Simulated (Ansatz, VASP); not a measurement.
**Mg in VASP and in Ansatz**

```
Mg
1.0
    -1.69440    1.69440    1.90180
     1.69440   -1.69440    1.90180
     1.69440    1.69440   -1.90180
Mg
1
Direct
  0.00000 0.00000 0.00000
```

Alike in both runs: task single point; functional PBEsol; k mesh 18 × 18 × 18; occupations gaussian, width 0.15 eV; no spin polarisation.

```csv
,VASP,Ansatz
version,VASP 6.6.1,Ansatz 0.2.0
potentials or method,"VASP PAW PBE potentials, release 64 (Mg), cutoff 520 eV","scalar-relativistic, plane waves, PAW"
valence electrons in the cell,2,10
```

|  | VASP | Ansatz | Ansatz less VASP |
| --- | --- | --- | --- |
| gap on the k mesh at the Fermi level (eV) | none | none | - |
| pressure (GPa) | 1.2 | 1.2 | +0.04 |
| traceless stress, the component that is largest in VASP (GPa) | 0.27 | 0.28 | +0.003 |

VASP's potentials were made for PBE, not for PBEsol. A gap of «none» marks a metal or a gap that the smearing closes. The functional is the same, so the differences come from potentials, cutoffs and numerics. VASP's potentials hold 2 valence electrons a cell and Ansatz's 10, so a difference there can come from the potentials and not from the codes.
